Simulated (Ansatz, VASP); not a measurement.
**Ga2Mo: VASP beside Ansatz**

```
Ga Mo
1.0
     4.46020    0.00000    0.00000
    -2.23010    3.86265    0.00000
     0.00000    0.00000    2.67104
Ga Mo
2 1
Direct
  0.33333 0.66667 0.50000
  0.66667 0.33333 0.50000
  0.00000 0.00000 0.00000
```

Alike in both runs: functional PBE; k mesh 12 × 12 × 18; occupations gaussian, width 0.1 eV; no spin polarisation.

Ansatz relaxed the structure, and its values are those at the end. VASP's run is a single point on that final structure, the one shown.

|  | VASP | Ansatz |
| --- | --- | --- |
| version | VASP 6.6.1 | Ansatz 0.2.0 |
| potentials or method | VASP PAW PBE potentials, release 64 (Ga_d, Mo_sv), cutoff 520 eV | scalar-relativistic, plane waves, PAW |
| valence electrons in the cell | 40 | 40 |

|  | VASP | Ansatz | Ansatz less VASP |
| --- | --- | --- | --- |
| gap on the k mesh at the Fermi level (eV) | none | none | - |
| pressure (GPa) | 0.3 | 0.0 | -0.29 |

A gap of «none» marks a metal or a gap that the smearing closes.
